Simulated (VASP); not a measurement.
Bi, 1 atom in the cell. Symmetry: Pm-3m, No. 221, cubic system. Conventional cell: a = 3.232 Å, b = 3.232 Å, c = 3.232 Å, α = 90.00°, β = 90.00°, γ = 90.00°. Bi (site symmetry m-3m) has 6 Bi at 3.23 Å within 4.3 Å. This isn't the form of Bi at room conditions, which is rhombohedral.

| Quantity | Value |
| --- | --- |
| Program | VASP 6.6.1 |
| Task | single point |
| Functional | PBE |
| Potentials or basis | VASP PAW PBE potentials, release 64 (Bi_d) |
| Cutoff | 520 eV |
| k mesh | 33 × 33 × 33 |
| Occupations | fermi-dirac, width 0.0612256 eV |
| Spin | no spin polarisation |
| Dipole correction | no |
| Further INCAR settings | ALGO = Normal; EDIFF = 1e-07; NBANDS = 14 |

Potentials or basis: VASP PAW PBE potentials, release 64 (Bi_d).

The run is started by

```console
$ cat potpaw_PBE.64/Bi_d/POTCAR > POTCAR
$ mpirun -np 1 vasp_std > vasp.out
```

Hardware: 1 thread of Intel(R) Xeon(R) Platinum 8559C (Emerald Rapids), on a shared host.

Q: How long does it take, and how much memory?

A: It took 2.4 min on 1 thread of Intel(R) Xeon(R) Platinum 8559C (Emerald Rapids), with other jobs on the host, peak memory 0.47 GiB. Counts: scf iterations 12, k points 969.
